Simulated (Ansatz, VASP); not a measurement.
## One calculation of Ge, two programs

File POSCAR:

```
Ge
1.0
    0.0000000000      2.8364010207      2.8364010207
    2.8364010207      0.0000000000      2.8364010207
    2.8364010207      2.8364010207      0.0000000000
Ge
2
Direct
    0.0000000000      0.0000000000      0.0000000000
    0.2500000000      0.2500000000      0.2500000000
```

INCAR.step1

```
SYSTEM = Ge
PREC = Accurate
ENCUT = 520
ISMEAR = 0
SIGMA = 0.01
LREAL = .False.
LASPH = .True.
NELM = 60
NBANDS = 21
GGA = PE
ALGO = Normal
EDIFF = 1E-4
LWAVE = .True.
LCHARG = .False.
```

Contents of INCAR.step2:

```
SYSTEM = Ge
PREC = Accurate
ENCUT = 520
EDIFF = 1E-6
ISMEAR = 0
SIGMA = 0.01
LREAL = .False.
LASPH = .True.
NELM = 60
ALGO = Normal
ISIF = 2
LWAVE = .False.
LCHARG = .False.
METAGGA = R2SCAN
LMIXTAU = .True.
NBANDS = 21
ISTART = 1
```

The input KPOINTS:

```
regular mesh
0
Gamma
  10 10 10
  0 0 0
```

Input for Ansatz:

```yaml
crystal:
  lattice:
    - [0.0, 2.8364010207, 2.8364010207]
    - [2.8364010207, 0.0, 2.8364010207]
    - [2.8364010207, 2.8364010207, 0.0]
  atoms:
    - { symbol: Ge, position: [0.0, 0.0, 0.0] }
    - { symbol: Ge, position: [0.25, 0.25, 0.25] }
basis:
  ecutwfc: 500
kpoints:
  mp_grid: { grid: [10, 10, 10] }
  band_path:
    path:
      - [0.0, 0.0, 0.0]
      - [0.0, 0.0, 0.0]
      - [0.4015750387, 0.4015750387, 0.0]
      - [0.5, 0.5, 0.5]
      - [0.0054171269, 0.0054171269, 0.0]
      - [-0.0054171269, -0.0054171269, 0.0]
      - [0.0062551594, 0.0062551594, 0.0062551594]
      - [-0.0062551594, -0.0062551594, -0.0062551594]
      - [0.0054171269, 0.0054171269, 0.0]
      - [-0.0054171269, -0.0054171269, 0.0]
      - [0.4069921656, 0.4069921656, 0.0]
      - [0.3961579117, 0.3961579117, 0.0]
      - [0.4015750387, 0.4069921656, 0.0054171269]
      - [0.4015750387, 0.3961579117, -0.0054171269]
      - [0.5062551594, 0.5062551594, 0.5062551594]
      - [0.4937448406, 0.4937448406, 0.4937448406]
      - [0.4961695128, 0.5038304872, 0.5]
      - [0.5038304872, 0.4961695128, 0.5]
    npoints: 1
hamiltonian:
  xc: r2scan
  pseudopotentials: { kind: paw, azcp: { folder: soft_1 } }
scf:
  occupations: { method: fixed }
  n_extra_bands: 5
output:
  forces: true
  stress: true
  eigenvalues: true
```

Alike in both runs: task single point; functional r2SCAN; k mesh 10 × 10 × 10; no spin polarisation.

|  | VASP | Ansatz |
| --- | --- | --- |
| version | VASP 6.6.1 | Ansatz 0.2.0 |
| potentials or method | VASP PAW PBE potentials, release 64 (Ge_d), cutoff 520 eV | scalar-relativistic, plane waves, PAW |
| occupations | gaussian, width 0.01 eV | fixed |
| valence electrons in the cell | 28 | 28 |

VASP gave:

```
gap on the k mesh at the Fermi level (eV) : 0.33
least direct gap on the mesh (eV)         : 0.33
pressure (GPa)                            : 0.1
```

Question: Which values does Ansatz return?

Answer: gap on the k mesh at the Fermi level (eV): 0.36; least direct gap on the mesh (eV): 0.36; pressure (GPa): 0.0.

VASP's potentials were made for PBE, not for r2SCAN.
